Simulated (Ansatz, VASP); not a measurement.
**H in VASP and in Ansatz**

Contents of INCAR:

```
SYSTEM = H
ALGO     = Normal         ! electronic algorithm
EDIFF    = 1E-6           ! SCF threshold, eV
ENCUT    = 520            ! plane-wave cutoff, eV
GGA      = PS             ! functional
ISIF     = 2              ! what is computed and relaxed
ISMEAR   = 0              ! smearing method
LASPH    = .True.         ! aspherical terms in the spheres
LCHARG   = .False.        ! write CHGCAR
LREAL    = .False.        ! projectors in reciprocal space
LWAVE    = .False.        ! write WAVECAR
NBANDS   = 6              ! bands
NELM     = 60             ! most SCF steps
PREC     = Accurate       ! precision mode
SIGMA    = 0.05           ! smearing width, eV
```

Contents of KPOINTS:

```
k-points
0
Gamma
  12 12 30
  0 0 0
```

Contents of POSCAR:

```
H
1.0
    2.4934055168      0.0000000000      0.0000000000
    0.0000000000      2.4934055168      0.0000000000
    0.0000000000      0.0000000000      1.1072149965
H
1
Direct
    0.0000000000      0.0000000000      0.5000000000
```

Input for Ansatz:

```yaml
crystal:
  lattice:
    - [2.4934055168, 0.0, 0.0]
    - [0.0, 2.4934055168, 0.0]
    - [0.0, 0.0, 1.1072149965]
  atoms:
    - { symbol: H, position: [0.0, 0.0, 0.5] }
basis:
  ecutwfc: 420
kpoints:
  mp_grid: { grid: [12, 12, 30] }
hamiltonian:
  xc: pbesol
scf:
  occupations: { method: gaussian, width: 0.05 }
output:
  forces: true
  stress: true
  eigenvalues: true
```

Alike in both runs: task single point; functional PBEsol; k mesh 12 × 12 × 30; occupations gaussian, width 0.05 eV; no spin polarisation.

```csv
,VASP,Ansatz
version,VASP 6.6.1,Ansatz 0.2.0
potentials or method,"VASP PAW PBE potentials, release 64 (H), cutoff 520 eV","scalar-relativistic, plane waves, PAW"
valence electrons in the cell,1,1
```

```csv
,VASP,Ansatz,Ansatz less VASP
gap on the k mesh at the Fermi level (eV),none,none,-
pressure (GPa),-9.3,-9.0,+0.26
"traceless stress, the component that is largest in VASP (GPa)",-19.77,-19.69,+0.081
```

VASP's potentials were made for PBE, not for PBEsol. A gap of «none» marks a metal or a gap that the smearing closes.
